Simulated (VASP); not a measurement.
# Na2ZnF4 (I-4) in VASP: notebook

Runs on Na2ZnF4. Level: PBEsol. Tasks: single point, relaxation of cell and atoms.

Program: VASP 6.6.1. These are calculated values, not measurements. Logs are shortened: lines on timing, memory, paths and dates and some standing lists are left out, and cuts for length are marked.

## 1. The cell of the first run

The structure is tetragonal, space group I-4 (No. 82). The conventional cell has a = 4.927 Å, b = 4.927 Å, c = 10.604 Å, α = 90.00°, β = 90.00°, γ = 90.00°. Na (site symmetry -4) has 4 F at 2.22 Å within 2.9 Å. Within 2.9 Å of Na (site symmetry -4) lie 4 F at 2.20 Å. Zn (site symmetry -4) has 4 F at 1.91 Å within 2.5 Å. Within 2.5 Å of F (site symmetry 1) lie 1 Zn at 1.91 Å and 2 Na at 2.20 to 2.22 Å.

## 2. Single point, PBEsol

Input file INCAR:

```
  ALGO = Normal
  EDIFF = 1E-6
  ENCUT = 520
  GGA = PS
  ISIF = 2
  ISMEAR = -1
  LASPH = T
  LCHARG = T
  LELF = T
  LREAL = F
  LVHAR = T
  LWAVE = F
  NBANDS = 36
  NELM = 100
  PREC = Accurate
  SIGMA = 0.03
```

Input file KPOINTS:

```
k-points
0
Gamma
  6 6 6
```

Input file POSCAR:

```
Na2ZnF4
1.0
   -2.4632742726      2.4632742726      5.3018863731
    2.4632742726     -2.4632742726      5.3018863731
    2.4632742726      2.4632742726     -5.3018863731
Na Zn F
2 1 4
Direct
    0.5000000000      0.5000000000      0.0000000000
    0.2500000000      0.7500000000      0.5000000000
    0.0000000000      0.0000000000      0.0000000000
    0.1530404356      0.0916156383      0.4473456803
    0.6442699581      0.7056947554      0.5526543197
    0.2943052446      0.8469595644      0.9385752027
    0.9083843617      0.3557300419      0.0614247973
```

Potentials or basis: VASP PAW PBE potentials, release 64 (Na_pv, Zn, F).

On the command line:

```
cat potpaw_PBE.64/Na_pv/POTCAR potpaw_PBE.64/Zn/POTCAR potpaw_PBE.64/F/POTCAR > POTCAR
mpirun -np 1 vasp_std > vasp.out
```

OUTCAR:

```text
EDIFF = 1E-6
   ENCUT = 520
   GGA = PS
   ISIF = 2
   ISMEAR = -1
   LASPH = T
   LREAL = F
   NELM = 100
   PREC = Accurate

 ion  position               nearest neighbor table
   1  0.500  0.500  0.000-   5 2.22   4 2.22   7 2.22   6 2.22
   2  0.250  0.750  0.500-   4 2.20   7 2.20   6 2.20   5 2.20
   3  0.000  0.000  0.000-   5 1.91   6 1.91   7 1.91   4 1.91
   4  0.153  0.092  0.447-   3 1.91   2 2.20   1 2.22
   5  0.644  0.706  0.553-   3 1.91   2 2.20   1 2.22
   6  0.294  0.847  0.939-   3 1.91   2 2.20   1 2.22
   7  0.908  0.356  0.061-   3 1.91   2 2.20   1 2.22

  LATTYP: Found a body centered tetragonal cell.
 ALAT       =     4.9265485452
 C/A-ratio  =     2.1523735428

  Lattice vectors:

 A1 = (  -2.4632742726,   2.4632742726,   5.3018863731)
 A2 = (   2.4632742726,  -2.4632742726,   5.3018863731)
 A3 = (   2.4632742726,   2.4632742726,  -5.3018863731)

Analysis of symmetry for initial positions (statically):
=====================================================================
 Subroutine PRICEL returns:
 Original cell was already a primitive cell.

 Routine SETGRP: Setting up the symmetry group for a
 body centered tetragonal supercell.

 Subroutine GETGRP returns: Found  4 space group operations
 (whereof  4 operations were pure point group operations)
 out of a pool of 16 trial point group operations.

The static configuration has the point symmetry S_4 .

Analysis of symmetry for dynamics (positions and initial velocities):
=====================================================================
 Subroutine PRICEL returns:
 Original cell was already a primitive cell.

 Routine SETGRP: Setting up the symmetry group for a
 body centered tetragonal supercell.

 Subroutine GETGRP returns: Found  4 space group operations
 (whereof  4 operations were pure point group operations)
 out of a pool of 16 trial point group operations.

The dynamic configuration has the point symmetry S_4 .

 Subroutine INISYM returns: Found  4 space group operations
 (whereof  4 operations are pure point group operations),
 and found     1 'primitive' translations

----------------------------------------------------------------------------------------

                                     Primitive cell
[... 100 lines left out ...]
   NELM   =    100;   NELMIN=  2; NELMDL= -5     # of ELM steps
   EDIFF  = 0.1E-05   stopping-criterion for ELM
   LREAL  =      F    real-space projection
   EDIFFG = 0.1E-04   stopping-criterion for IOM
   NSW    =      0    number of steps for IOM
   IBRION =     -1    ionic relax: 0-MD 1-quasi-New 2-CG
   NFREE  =      0    steps in history (QN), initial steepest desc. (CG)
   ISIF   =      2    stress and relaxation
   ISYM   =      2    0-nonsym 1-usesym 2-fastsym
   POTIM  = 0.5000    time-step for ionic-motion
   TEBEG  =    0.0;   TEEND  =   0.0 temperature during run
   PSTRESS=    0.0 pullay stress
   NELECT =      54.0000    total number of electrons
   NUPDOWN=      -1.0000    fix difference up-down
   EMIN   =  10.00;   EMAX   =-10.00  energy-range for DOS
   EFERMI =   0.00;   METHOD = LEGACY
   ISMEAR =    -1;   SIGMA  =   0.03  broadening in eV -4-tet -1-fermi 0-gaus
   EFERMI_NEDOS =   21; number of points for ismear=-14 and -15
   IALGO  =     38    algorithm
   IMIX   =      4    mixing-type and parameters
     AMIX     =   0.40;   BMIX     =  1.00
     AMIX_MAG =   1.60;   BMIX_MAG =  1.00
  volume/ion in A,a.u.               =      18.38       124.06
  Fermi-wavevector in a.u.,A,eV,Ry     =   1.225653  2.316148 20.439006  1.502225
  Thomas-Fermi vector in A             =   2.360683
   LORBIT       =      0    0 simple, 1 ext, 2 COOP (PROOUT), +10 PAW based schemes
   GGA     = PS    functional components
   LHFCALC =     F    Hartree Fock is set to
   AEXX    =    0.0000 exact exchange contribution
   IVDW    =     0    specifies the selected vdW correction
   LEPSILON=     F    determine dielectric tensor
   LRPA    =     F    only Hartree local field effects (RPA)
 non-spin polarized calculation
  energy-cutoff  :      520.00
  volume of cell :      128.68
 maximum number of plane-waves:      3491
   NGX = 23   NGY = 23   NGZ = 23

 number of electron      53.9999999 magnetization

 Free energy of the ion-electron system (eV)
  ---------------------------------------------------
  ext. energy  EPLUGINS =         0.00000000
  ---------------------------------------------------
  free energy    TOTEN  =       -29.31838120 eV

  energy without entropy =      -29.31838120  energy(sigma->0) =      -29.31838120

 E-fermi :  -3.0021     XC(G=0):  -7.3922

 val. band max:       -3.7738667979   @ k =  -0.1667   0.1667   0.0000
 cond. band min:       0.9511625518   @ k =   0.0000   0.0000   0.0000
 fundamental gap:      4.7250293497
 Fermi energy:        -3.0021433446

 k-point     1 :       0.0000    0.0000    0.0000
  band No.  band energies     occupation
      1     -23.8459      2.00000
      2     -23.7813      2.00000
      3     -23.7813      2.00000
      4     -23.6452      2.00000
      5     -23.1823      2.00000
      6     -23.1790      2.00000
[... 925 lines left out ...]
     35       9.8502      0.00000
     36      10.0252      0.00000

 [... further k-points ...]

------------------------ aborting loop because EDIFF is reached ----------------------------------------

  FORCE on cell =-STRESS in cart. coord.  units (eV):
  Direction    XX          YY          ZZ          XY          YZ          ZX
  --------------------------------------------------------------------------------------
  -------------------------------------------------------------------------------------
  Total        0.1754519      0.1754519      0.2134992     -0.0000000      0.0000000      0.0000000
  in kB        2.1845030      2.1845030      2.6582193     -0.0000001      0.0000000      0.0000000
  external PRESSURE =       2.3424084 kB  Pullay stress =       0.0000000 kB

 VOLUME and BASIS-vectors are now :
 -----------------------------------------------------------------------------
  energy-cutoff  :      520.00
  volume of cell :      128.68
      direct lattice vectors                 reciprocal lattice vectors
    -2.463274273  2.463274273  5.301886373     0.000000000  0.202981863  0.094306057
     2.463274273 -2.463274273  5.301886373     0.202981863  0.000000000  0.094306057
     2.463274273  2.463274273 -5.301886373     0.202981863  0.202981863  0.000000000

 POSITION                                       TOTAL-FORCE (eV/Angst)
 -----------------------------------------------------------------------------------
      0.00000      0.00000      5.30189        -0.000000      0.000000     -0.000000
      2.46327     -0.00000      2.65094        -0.000000     -0.000000     -0.000000
      0.00000      0.00000      0.00000        -0.000000      0.000000     -0.000000
      0.95063      1.25324     -1.07464         0.046518      0.053702     -0.053490
      1.51265      1.21003      4.22725        -0.046518     -0.053702     -0.053490
      3.67331      0.95063      1.07464        -0.053702      0.046518      0.053490
     -1.21003      1.51265      6.37652         0.053702     -0.046518      0.053490
 -----------------------------------------------------------------------------------
    total drift:                               -0.000010     -0.000008     -0.000003

  FREE ENERGIE OF THE ION-ELECTRON SYSTEM (eV)
  ---------------------------------------------------
  free  energy   TOTEN  =       -29.3183812031 eV

  energy  without entropy=      -29.3183812031  energy(sigma->0) =      -29.31838120
```

OSZICAR:

```text
N       E                     dE             d eps       ncg     rms          rms(c)
DAV:   1     0.644163995217E+03    0.64416E+03   -0.27626E+04  2600   0.172E+03
DAV:   2     0.580191346818E+02   -0.58614E+03   -0.55201E+03  2856   0.473E+02
DAV:   3    -0.296371090639E+02   -0.87656E+02   -0.86934E+02  2816   0.192E+02
DAV:   4    -0.327833647385E+02   -0.31463E+01   -0.31359E+01  3072   0.396E+01
DAV:   5    -0.328420946930E+02   -0.58730E-01   -0.58712E-01  2840   0.546E+00    0.129E+01
DAV:   6    -0.292249434612E+02    0.36172E+01   -0.10682E+01  3872   0.434E+01    0.724E+00
DAV:   7    -0.292997608742E+02   -0.74817E-01   -0.20036E+00  2704   0.815E+00    0.488E+00
DAV:   8    -0.293491262935E+02   -0.49365E-01   -0.50937E-01  3468   0.978E+00    0.167E+00
DAV:   9    -0.293077168897E+02    0.41409E-01   -0.17791E-01  4104   0.105E+01    0.198E-01
DAV:  10    -0.293164324049E+02   -0.87155E-02   -0.41453E-02  2992   0.131E+00    0.312E-01
DAV:  11    -0.293183082526E+02   -0.18758E-02   -0.11856E-02  3696   0.272E+00    0.161E-01
DAV:  12    -0.293183085410E+02   -0.28847E-06   -0.28477E-03  3892   0.106E+00    0.292E-02
DAV:  13    -0.293183768479E+02   -0.68307E-04   -0.42729E-04  2848   0.248E-01    0.390E-02
DAV:  14    -0.293183785832E+02   -0.17352E-05   -0.11055E-04  3272   0.224E-01    0.827E-03
DAV:  15    -0.293183810794E+02   -0.24963E-05   -0.21342E-05  2932   0.346E-02    0.376E-03
DAV:  16    -0.293183812031E+02   -0.12369E-06   -0.94977E-07  1936   0.985E-03
   1 F= -.29318381E+02 E0= -.29318381E+02  d E =-.662282E-11
```

stdout:

```text
POSCAR found type information on POSCAR NaZnF
 POSCAR found :  3 types and       7 ions
 scaLAPACK will be used
 -----------------------------------------------------------------------------
|                                                                             |
|                                                                             |
|     You enforced a specific xc type in the INCAR file but a different       |
|     I HOPE YOU KNOW WHAT YOU ARE DOING!                                     |
|                                                                             |
 -----------------------------------------------------------------------------

 LDA part: xc-table for (Slater+PW92), standard interpolation
 POSCAR, INCAR and KPOINTS ok, starting setup
 FFT: planning ... GRIDC
 FFT: planning ... GRID_SOFT
 FFT: planning ... GRID
 WAVECAR not read
 entering main loop
```

Run time: 1.9 min. Hardware: 1 thread of Intel Xeon 6975P-C (Granite Rapids), shared host; peak memory 0.39 GiB.

Results:

| Item | Value |
| --- | --- |
| Free energy | -29.3184 eV |
| Pressure | 0.2 GPa |
| Largest force | 0.089 eV/Å |
| Band gap on the k mesh | 4.73 eV (least direct gap 4.73 eV) |

Forces on the atoms (eV/Å):
```
Na   0.000  0.000  0.000
Na   0.000  0.000  0.000
Zn   0.000  0.000  0.000
F    0.047  0.054 -0.053
F   -0.047 -0.054 -0.053
F   -0.054  0.047  0.053
F    0.054 -0.047  0.053
```

Levels at points of the mesh, in eV from the valence-band top:
| k point | band 25 | band 26 | band 27 | band 28 | band 29 | band 30 |
| --- | --- | --- | --- | --- | --- | --- |
| (0.00, 0.00, 0.00) | -0.01 | -0.01 | -0.01 | 4.73 | 9.37 | 10.29 |
| (0.50, 0.00, 0.00) | -0.25 | -0.06 | -0.03 | 6.63 | 7.56 | 9.46 |
| (0.50, 0.50, 0.00) | -0.17 | -0.13 | -0.04 | 7.48 | 8.81 | 9.31 |
| (0.50, 0.50, 0.50) | -0.19 | -0.02 | -0.02 | 6.05 | 6.96 | 9.82 |

Caveat: the PAW data sets were made with another functional, which shifts forces and pressure a little.

## 3. Relaxation of cell and atoms, PBEsol

This run uses another cell than the first one, of 13.34 Å³/atom.

Input file INCAR:

```
SYSTEM = Na2ZnF4
PREC     = Accurate       ! precision mode
ENCUT    = 600            ! plane-wave cutoff, eV
EDIFF    = 1E-7           ! SCF threshold, eV
ISMEAR   = -1             ! smearing method
SIGMA    = 0.03           ! smearing width, eV
LREAL    = .FALSE.        ! projectors in reciprocal space
LASPH    = .TRUE.         ! aspherical terms in the spheres
NELM     = 80             ! most SCF steps
ALGO     = Normal         ! electronic algorithm
ISIF     = 3              ! what is computed and relaxed
LWAVE    = .FALSE.        ! write WAVECAR
LCHARG   = .FALSE.        ! write CHGCAR
GGA      = PS             ! functional
IBRION   = 2              ! ionic algorithm
NSW      = 100            ! ionic steps
EDIFFG   = -0.01          ! ionic threshold
```

Input file KPOINTS:

```
Automatic mesh
0
G
  6 6 6
  0 0 0
```

Input file POSCAR:

```
Na2ZnF4
1.0
   -2.2865949000      2.2865949000      4.4635358100
    2.2865949000     -2.2865949000      4.4635358100
    2.2865949000      2.2865949000     -4.4635358100
Na Zn F
2 1 4
Direct
    0.5000000000      0.5000000000      0.0000000000
    0.2500000000      0.7500000000      0.5000000000
    0.0000000000      0.0000000000      0.0000000000
    0.1278570100      0.1273867400      0.5134432200
    0.6139435200      0.6144137900      0.4865567800
    0.3855862100      0.8721429900      0.9995297300
    0.8726132600      0.3860564800      0.0004702700
```

Potentials or basis: VASP PAW PBE potentials, release 64 (Na_pv, Zn, F).

On the command line:

```
cat potpaw_PBE.64/Na_pv/POTCAR potpaw_PBE.64/Zn/POTCAR potpaw_PBE.64/F/POTCAR > POTCAR
mpirun -np 1 vasp_std > vasp.out
```

OUTCAR:

```text
SYSTEM = Na2ZnF4
   PREC = Accurate
   ENCUT = 600
   EDIFF = 1E-7
   ISMEAR = -1
   LREAL = .FALSE.
   LASPH = .TRUE.
   NELM = 80
   ISIF = 3
   GGA = PS
   IBRION = 2
   NSW = 100
   EDIFFG = -0.01

 ion  position               nearest neighbor table
   1  0.500  0.500  0.000-   4 1.95   6 1.95   7 1.95   5 1.95
   2  0.250  0.750  0.500-   4 1.94   5 1.94   6 1.94   7 1.94
   3  0.000  0.000  0.000-   4 2.02   6 2.02   7 2.02   5 2.02
   4  0.128  0.127  0.513-   2 1.94   1 1.95   3 2.02
   5  0.614  0.614  0.487-   2 1.94   1 1.95   3 2.02
   6  0.386  0.872  1.000-   2 1.94   1 1.95   3 2.02
   7  0.873  0.386  0.000-   2 1.94   1 1.95   3 2.02

  LATTYP: Found a body centered tetragonal cell.
 ALAT       =     4.5731898000
 C/A-ratio  =     1.9520448550

  Lattice vectors:

 A1 = (  -2.2865949000,   2.2865949000,   4.4635358100)
[... 401 lines left out ...]
  free energy    TOTEN  =       -29.24868519 eV

  energy without entropy =      -29.24868519  energy(sigma->0) =      -29.24868519

 E-fermi :  -2.9498     XC(G=0):  -7.4717

 val. band max:       -3.7268309314   @ k =   0.0000   0.0000   0.0000
 cond. band min:       0.9771935864   @ k =   0.0000   0.0000   0.0000
 fundamental gap:      4.7040245178
 Fermi energy:        -2.9497735084

 k-point     1 :       0.0000    0.0000    0.0000
  band No.  band energies     occupation
      1     -23.7950      2.00000
      2     -23.7581      2.00000
      3     -23.7581      2.00000
      4     -23.6074      2.00000
      5     -23.1211      2.00000
      6     -23.0915      2.00000
[... 829 lines left out ...]
     31       6.6488      0.00000
     32       7.8198      0.00000

 [... further k-points ...]

------------------------ aborting loop because EDIFF is reached ----------------------------------------

  FORCE on cell =-STRESS in cart. coord.  units (eV):
  Direction    XX          YY          ZZ          XY          YZ          ZX
  --------------------------------------------------------------------------------------
  -------------------------------------------------------------------------------------
  Total       -0.0653414     -0.0653414     -0.0625927     -0.0000000     -0.0000000      0.0000000
  in kB       -0.8256342     -0.8256342     -0.7909032     -0.0000004     -0.0000000      0.0000000
  external PRESSURE =      -0.8140572 kB  Pullay stress =       0.0000000 kB
[... 22 lines left out ...]
  FREE ENERGIE OF THE ION-ELECTRON SYSTEM (eV)
  ---------------------------------------------------
  free  energy   TOTEN  =       -29.2486851877 eV

  energy  without entropy=      -29.2486851877  energy(sigma->0) =      -29.24868519

 reached required accuracy - stopping structural energy minimisation
```

CONTCAR:

```text
Na2ZnF4
   1.00000000000000
    -2.4870400691424854    2.4870400399922290    5.1249011224926795
     2.4870400691424854   -2.4870400399922290    5.1249011224926795
     2.4870400399922294    2.4870400691424854   -5.1249011224926795
  Na              Zn              F
     2     1     4
Direct
     0.5000000000000000    0.5000000000000000    0.0000000000000000
     0.2500000000000000    0.7500000000000000    0.5000000000000000
     0.0000000000000000    0.0000000000000000    0.0000000000000000
     0.1497452446646347    0.0949834398533567    0.4499196059652342
     0.6450638338881226    0.6998256386994003    0.5500803940347658
     0.3001743613005995    0.8502547553353653    0.9452381951887219
     0.9050165601466432    0.3549361661118774    0.0547618048112777

  0.00000000E+00  0.00000000E+00  0.00000000E+00
  0.00000000E+00  0.00000000E+00  0.00000000E+00
  0.00000000E+00  0.00000000E+00  0.00000000E+00
  0.00000000E+00  0.00000000E+00  0.00000000E+00
  0.00000000E+00  0.00000000E+00  0.00000000E+00
  0.00000000E+00  0.00000000E+00  0.00000000E+00
  0.00000000E+00  0.00000000E+00  0.00000000E+00
```

Run time: 24 min. Hardware: 1 thread of Intel Xeon 6975P-C (Granite Rapids), shared host; peak memory 0.42 GiB.

Results:

```
Free energy                           : -29.2487 eV
Relaxed volume                        : 18.11 Å³/atom
Relaxed cell                          : a = 6.216 Å, b = 6.216 Å, c = 6.216 Å, α = 132.83°, β = 132.83°, γ = 68.92°
Space group after relaxing (to 0.1 Å) : I-4 (No. 82)
Energy gained by relaxing             : 272.7 meV/atom
Ionic steps                           : 22
Pressure after relaxing               : -0.1 GPa
Largest force after relaxing          : 0.009 eV/Å
Band gap on the k mesh                : 4.70 eV
```

Forces in eV/Å, atoms in the order of the input:
```
Na   0.000  0.000  0.000
Na   0.000  0.000  0.000
Zn   0.000  0.000  0.000
F   -0.003 -0.007  0.005
F    0.003  0.007  0.005
F    0.007 -0.003 -0.005
F   -0.007  0.003 -0.005
```

The path:
| step | energy change (eV) | largest force (eV/Å) | pressure (GPa) | volume (Å³) |
| --- | --- | --- | --- | --- |
| 1 | 0.0000 | 2.5587 | 9.99 | 93.35 |
| 2 | -1.3042 | 1.3359 | 1.29 | 105.04 |
| 3 | -1.6106 | 0.7424 | -1.90 | 115.60 |
| 4 | -1.6123 | 0.7213 | -2.02 | 116.23 |
| 5 | -1.6888 | 0.3510 | 1.08 | 113.27 |
| 6 | -1.6904 | 0.3238 | 0.67 | 113.62 |
| 7 | -1.7183 | 0.2960 | 0.64 | 114.47 |
| 8 | -1.7901 | 0.2158 | 0.53 | 117.05 |
| 9 | -1.8778 | 0.1708 | 0.02 | 122.30 |
| 10 | -1.7788 | 0.6910 | -1.99 | 133.24 |
| 11 | -1.8921 | 0.2339 | -0.23 | 124.66 |
| 12 | -1.8788 | 0.4581 | 1.65 | 124.91 |
| 13 | -1.9023 | 0.0550 | 0.49 | 124.76 |
| 14 | -1.9059 | 0.0549 | -0.33 | 128.18 |
| 15 | -1.9069 | 0.0514 | -0.07 | 127.10 |
| 16 | -1.9082 | 0.0366 | -0.20 | 127.02 |
| 17 | -1.9082 | 0.0376 | -0.19 | 127.02 |
| 18 | -1.9088 | 0.0143 | 0.07 | 126.41 |
| 19 | -1.9088 | 0.0144 | 0.07 | 126.43 |
| 20 | -1.9090 | 0.0088 | 0.05 | 126.51 |
| 21 | -1.9091 | 0.0119 | 0.02 | 126.68 |
| 22 | -1.9091 | 0.0093 | -0.08 | 126.80 |

Final structure:
```
Na Zn F
1.0
    -2.48704    2.48704    5.12490
     2.48704   -2.48704    5.12490
     2.48704    2.48704   -5.12490
Na Zn F
2 1 4
Direct
  0.50000 0.50000 0.00000
  0.25000 0.75000 0.50000
  0.00000 0.00000 0.00000
  0.14975 0.09498 0.44992
  0.64506 0.69983 0.55008
  0.30017 0.85025 0.94524
  0.90502 0.35494 0.05476
```

Levels at points of the mesh, in eV from the valence-band top:
```
           k point  band 23  band 24  band 25  band 26  band 27  band 28  band 29  band 30  band 31  band 32
(0.00, 0.00, 0.00)    -0.81    -0.75    -0.08    -0.08     0.00     4.70     9.46    10.44    10.44    10.48
(0.50, 0.00, 0.00)    -0.71    -0.44    -0.31    -0.12    -0.03     6.59     7.57     9.59     9.81    11.39
(0.50, 0.50, 0.00)    -0.49    -0.32    -0.23    -0.20    -0.04     7.37     8.79     9.31     9.56     9.86
(0.50, 0.50, 0.50)    -0.86    -0.75    -0.19    -0.09    -0.09     6.12     7.05     9.75     9.75    11.03
```

Caveat: the volume moved by over 15 % at a fixed basis, so the end points are rough; the PAW data sets were made with another functional, which shifts forces and pressure a little.
